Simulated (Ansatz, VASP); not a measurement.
## One calculation of GaN, two programs

```
CELL_PARAMETERS angstrom
3.18310 0.00000 0.00000
-1.59155 2.75664 0.00000
0.00000 0.00000 5.18360
ATOMIC_POSITIONS crystal
Ga 0.33333 0.66667 0.99911
Ga 0.66667 0.33333 0.49911
N 0.29706 0.59411 0.41447
N 0.66667 0.33333 0.87589
```

Alike in both runs: task single point; functional r2SCAN; k mesh 12 × 12 × 6; occupations gaussian, width 0.05 eV; no spin polarisation.

|  | VASP | Ansatz |
| --- | --- | --- |
| version | VASP 6.6.1 | Ansatz 0.2.0 |
| potentials or method | VASP PAW PBE potentials, release 64 (Ga_d, N), cutoff 520 eV | scalar-relativistic, plane waves, PAW |
| valence electrons in the cell | 36 | 36 |

VASP gave:

```
gap on the k mesh at the Fermi level (eV)                     : 2.16
least direct gap on the mesh (eV)                             : 2.16
pressure (GPa)                                                : 5.7
traceless stress, the component that is largest in VASP (GPa) : 13.11
rms of the force components (eV/Å)                            : 1.493
```

Task: Estimate Ansatz's values.

Result: gap on the k mesh at the Fermi level (eV): 2.16; least direct gap on the mesh (eV): 2.16; pressure (GPa): 4.7; traceless stress, the component that is largest in VASP (GPa): 12.66; rms of the force components (eV/Å): 1.469.

VASP's potentials were made for PBE, not for r2SCAN. Atom by atom the forces differ by 0.026 eV/Å (rms over components). The functional is the same, so the differences come from potentials, cutoffs and numerics.
